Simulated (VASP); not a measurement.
# C (P-1) in VASP: further runs

C is run at these levels: r2SCAN; tasks: single point.

Everything below comes from runs of VASP 6.6.1. Logs are shortened: lines on timing, memory, paths and dates and some standing lists are left out, and cuts for length are marked.

## Step 1: The cell of the first run

The typed cell holds 6 atoms: a = 2.456 Å, b = 2.456 Å, c = 10.613 Å, α = 87.83°, β = 88.93°, γ = 60.00°.

## Step 2: Single point, r2SCAN (the part above a cut slid along it)

Contents of POSCAR:

```
C
1.0
   -2.1268362731      1.2279462884      0.0110113261
   -2.1268362731     -1.2279462884      0.0110113261
   -0.2914612174     -0.2046577147     10.6070206793
C
6
Direct
    0.1666680543      0.0277756666      0.8333543263
    0.5000013876      0.4722201110      0.1666876596
    0.8333347210      0.7499978888      0.5000209930
    0.1666652790      0.1388854445      0.1666790070
    0.4999986124      0.4166632223      0.5000123404
    0.8333319457      0.6944410001      0.8333456737
```

Contents of INCAR.step1:

```
  ALGO = Normal
  EDIFF = 1E-4
  ENCUT = 520
  GGA = PE
  ISMEAR = 0
  LASPH = T
  LCHARG = F
  LREAL = F
  LWAVE = T
  NBANDS = 21
  NELM = 60
  PREC = Accurate
  SIGMA = 0.05
```

Contents of INCAR.step2:

```
  ALGO = Normal
  EDIFF = 1E-7
  ENCUT = 520
  ISIF = 2
  ISMEAR = 0
  ISTART = 1
  LASPH = T
  LCHARG = T
  LELF = T
  LMIXTAU = T
  LREAL = F
  LVHAR = T
  LWAVE = F
  METAGGA = R2SCAN
  NBANDS = 21
  NELM = 60
  PREC = Accurate
  SIGMA = 0.05
```

Contents of KPOINTS:

```
k-points
0
Gamma
  12 12 3
```

Potentials or basis: VASP PAW PBE potentials, release 64 (C).

Run with:

```sh
$ cat potpaw_PBE.64/C/POTCAR > POTCAR
$ cp INCAR.step1 INCAR
$ mpirun -np 1 vasp_std > vasp.out
$ cp INCAR.step2 INCAR
$ mpirun -np 1 vasp_std > vasp.out
```

OUTCAR:

```text
EDIFF = 1E-7
   ENCUT = 520
   ISIF = 2
   ISMEAR = 0
   ISTART = 1
   LASPH = T
   LREAL = F
   METAGGA = R2SCAN
   NELM = 60
   PREC = Accurate

 ion  position               nearest neighbor table
   1  0.167  0.028  0.833-   6 1.42   6 1.42   6 1.42
   2  0.500  0.472  0.167-   4 1.42   4 1.42   4 1.42
   3  0.833  0.750  0.500-   5 1.42   5 1.42   5 1.42
   4  0.167  0.139  0.167-   2 1.42   2 1.42   2 1.42
   5  0.500  0.417  0.500-   3 1.42   3 1.42   3 1.42
   6  0.833  0.694  0.833-   1 1.42   1 1.42   1 1.42

  LATTYP: Found a triclinic cell.
 ALAT       =     4.2537295550
 B/A-ratio  =     0.5773503088
 C/A-ratio  =     2.7184038282
 COS(alpha) =     0.0170917139
 COS(beta)  =     0.2138857993
 COS(gamma) =     0.8660253444

  Lattice vectors:

 A1 = (   4.2536725462,   0.0000000000,  -0.0220226522)
 A2 = (   2.1268362731,  -1.2279462884,  -0.0110113261)
 A3 = (   2.4182974905,   3.8884965799, -10.6180320054)

Analysis of symmetry for initial positions (statically):
=====================================================================
 Subroutine PRICEL returns:
 Original cell was already a primitive cell.

 Routine SETGRP: Setting up the symmetry group for a
 triclinic supercell.

 Subroutine GETGRP returns: Found  2 space group operations
 (whereof  1 operations were pure point group operations)
 out of a pool of  2 trial point group operations.

The static configuration has the point symmetry C_1 .
 The point group associated with its full space group is S_2 .

Analysis of symmetry for dynamics (positions and initial velocities):
=====================================================================
 Subroutine PRICEL returns:
 Original cell was already a primitive cell.

 Routine SETGRP: Setting up the symmetry group for a
 triclinic supercell.

 Subroutine GETGRP returns: Found  2 space group operations
 (whereof  1 operations were pure point group operations)
 out of a pool of  2 trial point group operations.

The dynamic configuration has the point symmetry C_1 .
 The point group associated with its full space group is S_2 .

 Subroutine INISYM returns: Found  2 space group operations
 (whereof  1 operations are pure point group operations),
 and found     1 'primitive' translations

----------------------------------------------------------------------------------------

                                     Primitive cell

  volume of cell :      55.3956

  direct lattice vectors                    reciprocal lattice vectors
    -2.126836273  1.227946288  0.011011326    -0.235083737  0.407183934  0.001396767
    -2.126836273 -1.227946288  0.011011326    -0.235165100 -0.407183934 -0.014318332
    -0.291461217 -0.204657715 10.607020679     0.000488173  0.000000000  0.094290594

  length of vectors
     2.455892072  2.455892072 10.612997791     0.470175574  0.470432136  0.094291858

  position of ions in fractional coordinates (direct lattice)
     0.166668054  0.027775667  0.833354326
     0.500001388  0.472220111  0.166687660
     0.833334721  0.749997889  0.500020993
     0.166665279  0.138885444  0.166679007
     0.499998612  0.416663222  0.500012340
     0.833331946  0.694441000  0.833345674

  ion indices of the primitive-cell ions
   primitive index   ion index
                 1           1
                 2           2
                 3           3
                 4           4
                 5           5
                 6           6

----------------------------------------------------------------------------------------

 KPOINTS: k-points

Automatic generation of k-mesh.
 Grid dimensions read from file:
 generate k-points for:   12   12    3

 Generating k-lattice:

  Cartesian coordinates                     Fractional coordinates (reciprocal lattice)
    -0.019590311  0.033931994  0.000116397     0.083333333  0.000000000 -0.000000000
    -0.019597092 -0.033931994 -0.001193194    -0.000000000  0.083333333  0.000000000
     0.000162724  0.000000000  0.031430198     0.000000000  0.000000000  0.333333333

  Length of vectors
     0.039181298  0.039202678  0.031430619

  Shift w.r.t. Gamma in fractional coordinates (k-lattice)
     0.000000000  0.000000000  0.000000000

 Subroutine IBZKPT returns following result:
 ===========================================

 Found    218 irreducible k-points:

 Following reciprocal coordinates:
            Coordinates               Weight
  0.000000  0.000000  0.000000      1.000000
  0.083333  0.000000 -0.000000      2.000000
  0.166667  0.000000  0.000000      2.000000
  0.250000  0.000000  0.000000      2.000000
  0.333333 -0.000000 -0.000000      2.000000
  0.416667 -0.000000 -0.000000      2.000000
[... 16 lines left out ...]
  0.250000  0.166667  0.000000      2.000000
  0.333333  0.166667  0.000000      2.000000
 [... further k-points ...]
   k-points           NKPTS =    218   k-points in BZ     NKDIM =    218   number of bands    NBANDS=     21
   number of dos      NEDOS =    301   number of ions     NIONS =      6
   total plane-waves  NPLWV =  25920
   dimension x,y,z NGX =    18 NGY =   18 NGZ =   80
   dimension x,y,z NGXF=    36 NGYF=   36 NGZF=  160
   ions per type =               6
   NGX,Y,Z   is equivalent  to a cutoff of  12.18, 12.18, 12.53 a.u.
   NGXF,Y,Z  is equivalent  to a cutoff of  24.37, 24.37, 25.06 a.u.
 SYSTEM =  unknown system
   PREC   = accura    normal or accurate (medium, high low for compatibility)
   ISTART =      1    job   : 0-new  1-cont  2-samecut
   ICHARG =      0    charge: 1-file 2-atom 10-const
   ISPIN  =      1    spin polarized calculation?
   LNONCOLLINEAR =      F non collinear calculations
   LSORBIT =      F    spin-orbit coupling
   LASPH  =      T    aspherical Exc in radial PAW
   ENCUT  =  520.0 eV  38.22 Ry    6.18 a.u.   4.57  4.57 19.73*2*pi/ulx,y,z
   NELM   =     60;   NELMIN=  2; NELMDL=  0     # of ELM steps
   EDIFF  = 0.1E-06   stopping-criterion for ELM
   LREAL  =      F    real-space projection
   EDIFFG = 0.1E-05   stopping-criterion for IOM
   NSW    =      0    number of steps for IOM
   IBRION =     -1    ionic relax: 0-MD 1-quasi-New 2-CG
   NFREE  =      0    steps in history (QN), initial steepest desc. (CG)
   ISIF   =      2    stress and relaxation
   ISYM   =      2    0-nonsym 1-usesym 2-fastsym
   POTIM  = 0.5000    time-step for ionic-motion
   TEBEG  =    0.0;   TEEND  =   0.0 temperature during run
   PSTRESS=    0.0 pullay stress
   NELECT =      24.0000    total number of electrons
   NUPDOWN=      -1.0000    fix difference up-down
   EMIN   =  10.00;   EMAX   =-10.00  energy-range for DOS
   EFERMI =   0.00;   METHOD = LEGACY
   ISMEAR =     0;   SIGMA  =   0.05  broadening in eV -4-tet -1-fermi 0-gaus
   EFERMI_NEDOS =   21; number of points for ismear=-14 and -15
   IALGO  =     38    algorithm
   IMIX   =      4    mixing-type and parameters
     AMIX     =   0.40;   BMIX     =  1.00
     AMIX_MAG =   1.60;   BMIX_MAG =  1.00
  volume/ion in A,a.u.               =       9.23        62.30
  Fermi-wavevector in a.u.,A,eV,Ry     =   1.238759  2.340915 20.878471  1.534524
  Thomas-Fermi vector in A             =   2.373271
   LORBIT       =      0    0 simple, 1 ext, 2 COOP (PROOUT), +10 PAW based schemes
   METAGGA = R2SCAN    functional components
   LHFCALC =     F    Hartree Fock is set to
   AEXX    =    0.0000 exact exchange contribution
   IVDW    =     0    specifies the selected vdW correction
   LEPSILON=     F    determine dielectric tensor
   LRPA    =     F    only Hartree local field effects (RPA)
 non-spin polarized calculation
 Gauss-broadening in eV      SIGMA  =   0.05
  energy-cutoff  :      520.00
  volume of cell :       55.40
 maximum number of plane-waves:      1523
   NGX =  9   NGY =  9   NGZ = 39

 number of electron      23.9999994 magnetization

 Free energy of the ion-electron system (eV)
  ---------------------------------------------------
  ext. energy  EPLUGINS =         0.00000000
  ---------------------------------------------------
  free energy    TOTEN  =       -59.62049929 eV

  energy without entropy =      -59.62049929  energy(sigma->0) =      -59.62049929

 E-fermi :   4.2403     XC(G=0): -10.7703

 val. band max:        4.0663712508   @ k =  -0.3333   0.3333   0.0000
 cond. band min:       4.4132899394   @ k =  -0.3333   0.3333   0.0000
 fundamental gap:      0.3469186886
 Fermi energy:         4.2402616790

 k-point     1 :       0.0000    0.0000    0.0000
  band No.  band energies     occupation
      1     -16.6988      2.00000
      2     -16.5541      2.00000
      3     -16.5541      2.00000
      4      -4.2675      2.00000
      5      -4.2671      2.00000
      6      -3.0710      2.00000
[... 13 lines left out ...]
     20      12.9848      0.00000
     21      12.9943      0.00000

 k-point     2 :       0.0833    0.0000   -0.0000
  band No.  band energies     occupation
      1     -16.5234      2.00000
      2     -16.3802      2.00000
      3     -16.3801      2.00000
      4      -4.0574      2.00000
      5      -4.0567      2.00000
      6      -2.8684      2.00000
[... 13 lines left out ...]
     20      13.7170      0.00000
     21      13.7344      0.00000

 k-point     3 :       0.1667    0.0000    0.0000
  band No.  band energies     occupation
      1     -15.9988      2.00000
      2     -15.8600      2.00000
      3     -15.8598      2.00000
      4      -3.4321      2.00000
      5      -3.4303      2.00000
      6      -2.2672      2.00000
[... 13 lines left out ...]
     20      14.4351      0.00000
     21      14.5915      0.00000
[... 457 lines left out ...]
 k-point    23 :       0.2500    0.1667    0.0000
  band No.  band energies     occupation
      1     -15.4773      2.00000
      2     -15.3475      2.00000
      3     -15.3384      2.00000
      4      -2.8461      2.00000
      5      -2.7797      2.00000
      6      -2.6513      2.00000
[... 13 lines left out ...]
     20      13.7368      0.00000
     21      13.7640      0.00000

 k-point    24 :       0.3333    0.1667    0.0000
  band No.  band energies     occupation
      1     -14.6166      2.00000
      2     -14.4935      2.00000
      3     -14.4851      2.00000
      4      -4.0792      2.00000
      5      -4.0670      2.00000
      6      -4.0545      2.00000
[... 13 lines left out ...]
     20      14.9383      0.00000
     21      14.9608      0.00000

 [... further k-points ...]

------------------------ aborting loop because EDIFF is reached ----------------------------------------

  FORCE on cell =-STRESS in cart. coord.  units (eV):
  Direction    XX          YY          ZZ          XY          YZ          ZX
  --------------------------------------------------------------------------------------
  -------------------------------------------------------------------------------------
  Total        0.3621709      0.3885538     -0.1010267      0.0052417      0.0311941      0.0236003
  in kB       10.4748820     11.2379410     -2.9219428      0.1516016      0.9022109      0.6825797
  external PRESSURE =       6.2636267 kB  Pullay stress =       0.0000000 kB

 VOLUME and BASIS-vectors are now :
 -----------------------------------------------------------------------------
  energy-cutoff  :      520.00
  volume of cell :       55.40
      direct lattice vectors                 reciprocal lattice vectors
    -2.126836273  1.227946288  0.011011326    -0.235083737  0.407183934  0.001396767
    -2.126836273 -1.227946288  0.011011326    -0.235165100 -0.407183934 -0.014318332
    -0.291461217 -0.204657715 10.607020679     0.000488173  0.000000000  0.094290594

 POSITION                                       TOTAL-FORCE (eV/Angst)
 -----------------------------------------------------------------------------------
     -0.65644      0.00000      8.84155        -0.001266     -0.003273      0.007772
     -2.11634      0.00000      1.77876         0.003795      0.003669      0.012119
     -3.51323      0.00000      5.32117        -0.000484     -0.000830      0.011497
     -0.69844      0.00000      1.77133         0.001266      0.003273     -0.007772
     -2.09532      0.00000      5.31373         0.000484      0.000830     -0.011497
     -3.49221      0.00000      8.85614        -0.003795     -0.003669     -0.012119
 -----------------------------------------------------------------------------------
    total drift:                                0.000000     -0.000000     -0.000001

  FREE ENERGIE OF THE ION-ELECTRON SYSTEM (eV)
  ---------------------------------------------------
  free  energy   TOTEN  =       -59.6204992934 eV

  energy  without entropy=      -59.6204992908  energy(sigma->0) =      -59.62049929
```

Run time: 7.9 min. Hardware: 1 thread of AMD EPYC 9R45 (Zen 5), shared host; peak memory 0.26 GiB.

Results:

```
Free energy   : -59.6205 eV
Pressure      : 0.6 GPa
Largest force : 0.013 eV/Å
```

Forces on the atoms (eV/Å):
```
C   -0.001 -0.003  0.008
C    0.004  0.004  0.012
C    0.000 -0.001  0.011
C    0.001  0.003 -0.008
C    0.000  0.001 -0.011
C   -0.004 -0.004 -0.012
```

Stress tensor (GPa, compression positive):
```
 1.05  0.02  0.07
 0.02  1.12  0.09
 0.07  0.09 -0.29
```

Caveat: the cell differs from its parent crystal (the part above a cut slid along it); the PAW data sets were made with another functional, which shifts forces and pressure a little.

## Step 3: Single point, r2SCAN (the part above a cut slid along it)

Contents of POSCAR:

```
C
1.0
   -2.1268362731      1.2279462884      0.0110113261
   -2.1268362731     -1.2279462884      0.0110113261
   -1.7093520661     -1.0232885737     10.6143615634
C
6
Direct
    0.1666680543     -0.5277938843      0.8333543263
    0.5000013876      0.3610950046      0.1666876596
    0.8333347210      0.4166505602      0.5000209930
    0.1666652790      0.0277661065      0.1666790070
    0.4999986124      0.0833216621      0.5000123404
    0.8333319457      0.1388772176      0.8333456737
```

Contents of INCAR.step1:

```
SYSTEM = C
PREC     = Accurate       ! precision mode
ENCUT    = 520            ! plane-wave cutoff, eV
ISMEAR   = 0              ! smearing method
SIGMA    = 0.05           ! smearing width, eV
LREAL    = .FALSE.        ! projectors in reciprocal space
LASPH    = .TRUE.         ! aspherical terms in the spheres
NELM     = 80             ! most SCF steps
NBANDS   = 21             ! bands
GGA      = PE             ! functional
ALGO     = Normal         ! electronic algorithm
EDIFF    = 1E-4           ! SCF threshold, eV
LWAVE    = .TRUE.         ! write WAVECAR
LCHARG   = .FALSE.        ! write CHGCAR
```

Contents of INCAR.step2:

```
SYSTEM = C
PREC     = Accurate       ! precision mode
ENCUT    = 520            ! plane-wave cutoff, eV
EDIFF    = 1E-7           ! SCF threshold, eV
ISMEAR   = 0              ! smearing method
SIGMA    = 0.05           ! smearing width, eV
LREAL    = .FALSE.        ! projectors in reciprocal space
LASPH    = .TRUE.         ! aspherical terms in the spheres
NELM     = 80             ! most SCF steps
ALGO     = Normal         ! electronic algorithm
ISIF     = 2              ! what is computed and relaxed
LWAVE    = .FALSE.        ! write WAVECAR
LCHARG   = .TRUE.         ! write CHGCAR
METAGGA  = R2SCAN         ! meta-GGA
LMIXTAU  = .TRUE.       
LELF     = .TRUE.         ! ELF
LVHAR    = .TRUE.       
NBANDS   = 21             ! bands
ISTART   = 1
```

Contents of KPOINTS:

```
Automatic mesh
0
G
  12 12 3
  0 0 0
```

Potentials or basis: VASP PAW PBE potentials, release 64 (C).

Run with:

```sh
$ cat potpaw_PBE.64/C/POTCAR > POTCAR
$ cp INCAR.step1 INCAR
$ mpirun -np 1 vasp_std > vasp.out
$ cp INCAR.step2 INCAR
$ mpirun -np 1 vasp_std > vasp.out
```

Run time: 8.4 min. Hardware: 1 thread of AMD EPYC 9R45 (Zen 5), shared host; peak memory 0.26 GiB.

It converged, with:

- Free energy: -59.6205 eV
- Pressure: 0.6 GPa
- Largest force: 0.013 eV/Å

Forces on the atoms (eV/Å):
```
C    0.004  0.000  0.008
C   -0.004 -0.001  0.012
C    0.002  0.001  0.011
C   -0.004  0.000 -0.008
C   -0.002 -0.001 -0.011
C    0.004  0.001 -0.012
```

Stress tensor (GPa, compression positive):
```
 1.11 -0.03 -0.13
-0.03  1.05 -0.02
-0.13 -0.02 -0.29
```

Caveat: the cell differs from its parent crystal (the part above a cut slid along it); the PAW data sets were made with another functional, which shifts forces and pressure a little.
